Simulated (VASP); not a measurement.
# SiO2 (I-43m) in VASP: relaxation of the atoms with PBE

Aim: the relaxation of the atoms of SiO2 with PBE.

Everything below comes from runs of VASP 6.6.1. Logs are shortened: lines on timing, memory, paths and dates and some standing lists are left out, and cuts for length are marked.

## Step 1: The cell of the first run

It takes space group I-43m (No. 217, cubic). Conventional cell: a = 8.887 Å, b = 8.887 Å, c = 8.887 Å, α = 90.00°, β = 90.00°, γ = 90.00°. Si (site symmetry -4) has 4 O at 1.62 Å within 2.2 Å. Within 2.2 Å of O (site symmetry m) lie 2 Si at 1.62 Å.

## Step 2: Relaxation of the atoms, PBE (19.50 Å³/atom)

INCAR

```
PREC     = Accurate       # precision mode
ENCUT    = 520            # plane-wave cutoff, eV
EDIFF    = 1E-7           # SCF threshold, eV
ISMEAR   = -1             # smearing method
SIGMA    = 0.02           # smearing width, eV
LREAL    = Auto         
LASPH    = True           # aspherical terms in the spheres
NELM     = 60             # most SCF steps
ALGO     = Normal         # electronic algorithm
ISIF     = 2              # what is computed and relaxed
LWAVE    = False          # write WAVECAR
LCHARG   = False          # write CHGCAR
GGA      = PE             # functional
IBRION   = 2              # ionic algorithm
NSW      = 80             # ionic steps
EDIFFG   = -0.02          # ionic threshold
KPAR     = 4
```

KPOINTS

```
Automatic mesh
0
Gamma
  4 4 4
```

POSCAR

```
SiO2
1.0
   -4.4435798764      4.4435798764      4.4435798764
    4.4435798764     -4.4435798764      4.4435798764
    4.4435798764      4.4435798764     -4.4435798764
Si O
6 12
Direct
    0.5000000000      0.7500000000      0.2500000000
    0.7500000000      0.5000000000      0.2500000000
    0.2500000000      0.7500000000      0.5000000000
    0.2500000000      0.5000000000      0.7500000000
    0.5000000000      0.2500000000      0.7500000000
    0.7500000000      0.2500000000      0.5000000000
    0.6787950240      0.3863486126      0.0000000000
    0.2924464113      0.6136513874      0.6136513874
    0.6787950240      0.0000000000      0.3863486126
    0.3863486126      0.6787950240      0.0000000000
    0.0000000000      0.6787950240      0.3863486126
    0.6136513874      0.2924464113      0.6136513874
    0.6136513874      0.6136513874      0.2924464113
    0.0000000000      0.3863486126      0.6787950240
    0.3863486126      0.0000000000      0.6787950240
    0.3212049760      0.3212049760      0.7075535887
    0.7075535887      0.3212049760      0.3212049760
    0.3212049760      0.7075535887      0.3212049760
```

Potentials or basis: VASP PAW PBE potentials, release 64 (Si, O).

Run with:

```sh
$ cat potpaw_PBE.64/Si/POTCAR potpaw_PBE.64/O/POTCAR > POTCAR
$ mpirun -np 4 vasp_std > vasp.out
```

OUTCAR:

```text
PREC = Accurate
   ENCUT = 520
   EDIFF = 1E-7
   ISMEAR = -1
   LREAL = Auto
   LASPH = True
   NELM = 60
   ISIF = 2
   GGA = PE
   IBRION = 2
   NSW = 80
   EDIFFG = -0.02

 ion  position               nearest neighbor table
   1  0.500  0.750  0.250-  13 1.62  18 1.62   9 1.62  10 1.62   6 3.14   3 3.14   2 3.14   4 3.14

   2  0.750  0.500  0.250-  13 1.62  17 1.62  11 1.62   7 1.62   3 3.14   1 3.14   6 3.14   5 3.14

   3  0.250  0.750  0.500-   8 1.62  18 1.62  15 1.62  11 1.62   5 3.14   2 3.14   1 3.14   4 3.14
[... 7 lines left out ...]
   7  0.679  0.386  0.000-   5 1.62   2 1.62
   8  0.292  0.614  0.614-   3 1.62   4 1.62
   9  0.679  0.000  0.386-   1 1.62   6 1.62
  10  0.386  0.679  0.000-   4 1.62   1 1.62
  11  0.000  0.679  0.386-   2 1.62   3 1.62
  12  0.614  0.292  0.614-   5 1.62   6 1.62
  13  0.614  0.614  0.292-   1 1.62   2 1.62
  14  0.000  0.386  0.679-   6 1.62   4 1.62
  15  0.386  0.000  0.679-   3 1.62   5 1.62
  16  0.321  0.321  0.708-   4 1.62   5 1.62
  17  0.708  0.321  0.321-   2 1.62   6 1.62
  18  0.321  0.708  0.321-   1 1.62   3 1.62

  LATTYP: Found a body centered cubic cell.
 ALAT       =     8.8871597528

  Lattice vectors:

 A1 = (  -4.4435798764,   4.4435798764,   4.4435798764)
 A2 = (   4.4435798764,  -4.4435798764,   4.4435798764)
 A3 = (   4.4435798764,   4.4435798764,  -4.4435798764)

Analysis of symmetry for initial positions (statically):
=====================================================================
 Subroutine PRICEL returns:
 Original cell was already a primitive cell.

 Routine SETGRP: Setting up the symmetry group for a
 body centered cubic supercell.

 Subroutine GETGRP returns: Found 24 space group operations
 (whereof 24 operations were pure point group operations)
 out of a pool of 48 trial point group operations.

The static configuration has the point symmetry T_d .

Analysis of symmetry for dynamics (positions and initial velocities):
=====================================================================
 Subroutine PRICEL returns:
 Original cell was already a primitive cell.

 Routine SETGRP: Setting up the symmetry group for a
 body centered cubic supercell.

 Subroutine GETGRP returns: Found 24 space group operations
 (whereof 24 operations were pure point group operations)
 out of a pool of 48 trial point group operations.

The dynamic configuration has the point symmetry T_d .

 Subroutine INISYM returns: Found 24 space group operations
 (whereof 24 operations are pure point group operations),
 and found     1 'primitive' translations

----------------------------------------------------------------------------------------
[... 100 lines left out ...]
   ISTART =      0    job   : 0-new  1-cont  2-samecut
   ICHARG =      2    charge: 1-file 2-atom 10-const
   ISPIN  =      1    spin polarized calculation?
   LNONCOLLINEAR =      F non collinear calculations
   LSORBIT =      F    spin-orbit coupling
   LASPH  =      T    aspherical Exc in radial PAW
   ENCUT  =  520.0 eV  38.22 Ry    6.18 a.u.  14.31 14.31 14.31*2*pi/ulx,y,z
   NELM   =     60;   NELMIN=  2; NELMDL= -5     # of ELM steps
   EDIFF  = 0.1E-06   stopping-criterion for ELM
   LREAL  =      T    real-space projection
   EDIFFG = -.2E-01   stopping-criterion for IOM
   NSW    =     80    number of steps for IOM
   IBRION =      2    ionic relax: 0-MD 1-quasi-New 2-CG
   NFREE  =      1    steps in history (QN), initial steepest desc. (CG)
   ISIF   =      2    stress and relaxation
   ISYM   =      2    0-nonsym 1-usesym 2-fastsym
   POTIM  = 0.5000    time-step for ionic-motion
   TEBEG  =    0.0;   TEEND  =   0.0 temperature during run
   PSTRESS=    0.0 pullay stress
   NELECT =      96.0000    total number of electrons
   NUPDOWN=      -1.0000    fix difference up-down
   EMIN   =  10.00;   EMAX   =-10.00  energy-range for DOS
   EFERMI =   0.00;   METHOD = LEGACY
   ISMEAR =    -1;   SIGMA  =   0.02  broadening in eV -4-tet -1-fermi 0-gaus
   EFERMI_NEDOS =   21; number of points for ismear=-14 and -15
   IALGO  =     38    algorithm
   IMIX   =      4    mixing-type and parameters
     AMIX     =   0.40;   BMIX     =  1.00
     AMIX_MAG =   1.60;   BMIX_MAG =  1.00
  volume/ion in A,a.u.               =      19.50       131.58
  Fermi-wavevector in a.u.,A,eV,Ry     =   1.062704  2.008219 15.365596  1.129339
  Thomas-Fermi vector in A             =   2.198164
   LORBIT       =      0    0 simple, 1 ext, 2 COOP (PROOUT), +10 PAW based schemes
   GGA     = PE    functional components
   LHFCALC =     F    Hartree Fock is set to
   AEXX    =    0.0000 exact exchange contribution
   IVDW    =     0    specifies the selected vdW correction
   LEPSILON=     F    determine dielectric tensor
   LRPA    =     F    only Hartree local field effects (RPA)
 conjugate gradient relaxation of ions
 non-spin polarized calculation
  energy-cutoff  :      520.00
  volume of cell :      350.96
 maximum number of plane-waves:      9532
 NGX is ok and might be reduce to    60
   NGX = 29   NGY = 29   NGZ = 29

--------------------------------------- Ionic step        1  -------------------------------------------

 number of electron      96.0000024 magnetization

 Free energy of the ion-electron system (eV)
  ---------------------------------------------------
  ext. energy  EPLUGINS =         0.00000000
  ---------------------------------------------------
  free energy    TOTEN  =      -142.37358485 eV

  energy without entropy =     -142.37358485  energy(sigma->0) =     -142.37358485

------------------------ aborting loop because EDIFF is reached ----------------------------------------

  FORCE on cell =-STRESS in cart. coord.  units (eV):
  Direction    XX          YY          ZZ          XY          YZ          ZX
  --------------------------------------------------------------------------------------
  -------------------------------------------------------------------------------------
  Total        1.7135963      1.7135963      1.7135963      0.0000000     -0.0000000      0.0000000
  in kB        7.8227625      7.8227625      7.8227625      0.0000000     -0.0000000      0.0000000
  external PRESSURE =       7.8227625 kB  Pullay stress =       0.0000000 kB
[... 299 lines left out ...]
--------------------------------------- Ionic step        7  -------------------------------------------

 number of electron      95.9999970 magnetization

 Free energy of the ion-electron system (eV)
  ---------------------------------------------------
  ext. energy  EPLUGINS =         0.00000000
  ---------------------------------------------------
  free energy    TOTEN  =      -142.38171162 eV

  energy without entropy =     -142.38171162  energy(sigma->0) =     -142.38171162

 E-fermi :  -1.5276     XC(G=0):  -6.7602

 val. band max:       -2.0099648439   @ k =   0.5000   0.5000   0.5000
 cond. band min:       3.6345456872   @ k =   0.0000   0.0000   0.0000
 fundamental gap:      5.6445105311
 Fermi energy:        -1.5276207331

 k-point     1 :       0.0000    0.0000    0.0000
  band No.  band energies     occupation
      1     -21.1791      2.00000
      2     -20.2882      2.00000
      3     -20.2882      2.00000
      4     -20.2882      2.00000
      5     -19.8542      2.00000
      6     -19.8542      2.00000
[... 522 lines left out ...]
  FREE ENERGIE OF THE ION-ELECTRON SYSTEM (eV)
  ---------------------------------------------------
  free  energy   TOTEN  =      -142.3817116165 eV

  energy  without entropy=     -142.3817116165  energy(sigma->0) =     -142.38171162

 reached required accuracy - stopping structural energy minimisation
```

OSZICAR:

```text
N       E                     dE             d eps       ncg     rms          rms(c)
DAV:   1     0.777773847381E+03    0.77777E+03   -0.46907E+04   928   0.145E+03
DAV:   2    -0.761126154164E+02   -0.85389E+03   -0.82992E+03  1244   0.345E+02
DAV:   3    -0.160514056162E+03   -0.84401E+02   -0.84066E+02  1072   0.119E+02
[... 75 lines left out ...]
DAV:   6    -0.142381710605E+03    0.13862E-04   -0.42538E-05  1094   0.291E-02    0.271E-02
DAV:   7    -0.142381710242E+03    0.36352E-06   -0.52031E-05   974   0.445E-02    0.841E-03
DAV:   8    -0.142381709588E+03    0.65418E-06   -0.17532E-05  1028   0.218E-02    0.355E-03
DAV:   9    -0.142381711581E+03   -0.19937E-05   -0.25646E-06   946   0.778E-03    0.279E-03
DAV:  10    -0.142381711617E+03   -0.35139E-07   -0.25977E-07   822   0.274E-03
   7 F= -.14238171E+03 E0= -.14238171E+03  d E =-.405529E-02
```

CONTCAR:

```text
SiO2
   1.00000000000000
    -4.4435798764000003    4.4435798764000003    4.4435798764000003
     4.4435798764000003   -4.4435798764000003    4.4435798764000003
     4.4435798764000003    4.4435798764000003   -4.4435798764000003
  Si              O
     6    12
Direct
     0.5000000000000000    0.7500000000000000    0.2500000000000000
     0.7500000000000000    0.5000000000000000    0.2500000000000000
     0.2500000000000000    0.7500000000000000    0.5000000000000000
     0.2500000000000000    0.5000000000000000    0.7500000000000000
     0.5000000000000000    0.2500000000000000    0.7500000000000000
     0.7500000000000000    0.2500000000000000    0.5000000000000000
[... 10 lines left out ...]
     0.7078007985184928    0.3182201008546600    0.3182201008546600
     0.3182201008546600    0.7078007985184928    0.3182201008546600

  0.00000000E+00  0.00000000E+00  0.00000000E+00
  0.00000000E+00  0.00000000E+00  0.00000000E+00
  0.00000000E+00  0.00000000E+00  0.00000000E+00
  0.00000000E+00  0.00000000E+00  0.00000000E+00
  0.00000000E+00  0.00000000E+00  0.00000000E+00
  0.00000000E+00  0.00000000E+00  0.00000000E+00
[... 10 lines left out ...]
  0.00000000E+00  0.00000000E+00  0.00000000E+00
  0.00000000E+00  0.00000000E+00  0.00000000E+00
```

Run time: 13 min. Hardware: 4 MPI ranks of AMD EPYC 9755, shared host; peak memory 0.56 GiB.

What came out:

```
Free energy                  : -142.3817 eV
Energy gained by relaxing    : 0.5 meV/atom
Ionic steps                  : 7
Pressure after relaxing      : -0.2 GPa
Largest force after relaxing : 0.010 eV/Å
Band gap on the k mesh       : 5.64 eV (least direct gap 5.74 eV)
```

Forces in eV/Å, atoms in the order of the input:
```
Si   0.000  0.000  0.000
Si   0.000  0.000  0.000
Si   0.000  0.000  0.000
Si   0.000  0.000  0.000
Si   0.000  0.000  0.000
Si   0.000  0.000  0.000
O    0.005 -0.005 -0.006
O    0.006 -0.005 -0.005
O    0.005 -0.006 -0.005
O   -0.005  0.005 -0.006
O   -0.006  0.005 -0.005
O   -0.005  0.006 -0.005
O   -0.005 -0.005  0.006
O   -0.006 -0.005  0.005
O   -0.005 -0.006  0.005
O    0.005  0.005  0.006
O    0.006  0.005  0.005
O    0.005  0.006  0.005
```

The path:
```csv
step,energy change (eV),largest force (eV/Å),pressure (GPa)
1,0.0000,0.0773,0.78
2,-0.0027,0.0473,0.61
3,-0.0033,0.0591,0.21
4,-0.0041,0.0341,0.39
5,-0.0049,0.0311,0.33
6,-0.0067,0.0212,0.17
7,-0.0081,0.0095,-0.17
```

Final structure:
```
Si O
1.0
    -4.44358    4.44358    4.44358
     4.44358   -4.44358    4.44358
     4.44358    4.44358   -4.44358
Si O
6 12
Direct
  0.50000 0.75000 0.25000
  0.75000 0.50000 0.25000
  0.25000 0.75000 0.50000
  0.25000 0.50000 0.75000
  0.50000 0.25000 0.75000
  0.75000 0.25000 0.50000
  0.68178 0.38958 0.00000
  0.29220 0.61042 0.61042
  0.68178 0.00000 0.38958
  0.38958 0.68178 0.00000
  0.00000 0.68178 0.38958
  0.61042 0.29220 0.61042
  0.61042 0.61042 0.29220
  0.00000 0.38958 0.68178
  0.38958 0.00000 0.68178
  0.31822 0.31822 0.70780
  0.70780 0.31822 0.31822
  0.31822 0.70780 0.31822
```

A k mesh can miss the band edges.
